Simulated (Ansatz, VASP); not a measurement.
# LiH in VASP and in Ansatz

File INCAR:

```
SYSTEM = LiH
PREC = Accurate
ENCUT = 520
EDIFF = 1E-6
ISMEAR = 0
SIGMA = 0.01
LREAL = .False.
LASPH = .True.
NELM = 60
ALGO = Normal
ISIF = 2
LWAVE = .False.
LCHARG = .True.
GGA = CA
LELF = .True.
LVHAR = .True.
NBANDS = 9
```

Contents of KPOINTS:

```
Automatic mesh
0
Gamma
  10 10 10
  0 0 0
```

The input POSCAR:

```
LiH
1.0
    0.0000000000      2.0367500000      2.0367500000
    2.0367500000      0.0000000000      2.0367500000
    2.0367500000      2.0367500000      0.0000000000
Li H
1 1
Direct
    0.0000000000      0.0000000000      0.0000000000
    0.5000000000      0.5000000000      0.5000000000
```

Contents of input.yaml:

```yaml
crystal:
  lattice:
    - [0.0, 2.03675, 2.03675]
    - [2.03675, 0.0, 2.03675]
    - [2.03675, 2.03675, 0.0]
  atoms:
    - { symbol: Li, position: [0.0, 0.0, 0.0] }
    - { symbol: H, position: [0.5, 0.5, 0.5] }
kpoints:
  mp_grid: { grid: [10, 10, 10] }
  band_path:
    path:
      - [0.0, 0.0, 0.0]
      - [0.5, 0.0, 0.5]
      - [0.625, 0.25, 0.625]
      - [0.375, 0.375, 0.75]
      - [0.5, 0.5, 0.5]
      - [0.5, 0.25, 0.75]
      - [0.0, 0.5, 0.5]
    npoints: 1
hamiltonian:
  xc: lda
scf:
  occupations: { method: fixed }
  n_extra_bands: 4
output:
  forces: true
  stress: true
  eigenvalues: true
```

Alike in both runs: functional LDA; k mesh 10 × 10 × 10; no spin polarisation.

|  | VASP | Ansatz |
| --- | --- | --- |
| version | VASP 6.6.1 | Ansatz 0.2.0 |
| potentials or method | VASP PAW LDA potentials, release 64 (Li_sv, H) | Ansatz PAW |
| plane-wave cutoff (eV) | 520 | 420 |
| occupations | gaussian, width 0.01 eV | fixed |
| valence electrons in the cell | 4 | 4 |
| task | single point | band structure |

|  | VASP | Ansatz | Ansatz less VASP |
| --- | --- | --- | --- |
| gap on the k mesh at the Fermi level (eV) | 2.65 | 2.66 | +0.008 |
| least direct gap on the mesh (eV) | 2.65 | 2.66 | +0.008 |

LDA's correlation is that of Perdew and Zunger in VASP and of Perdew and Wang (1992) in Ansatz.

Noted on VASP's run: the cutoff is short for stress, so the pressure is rough.
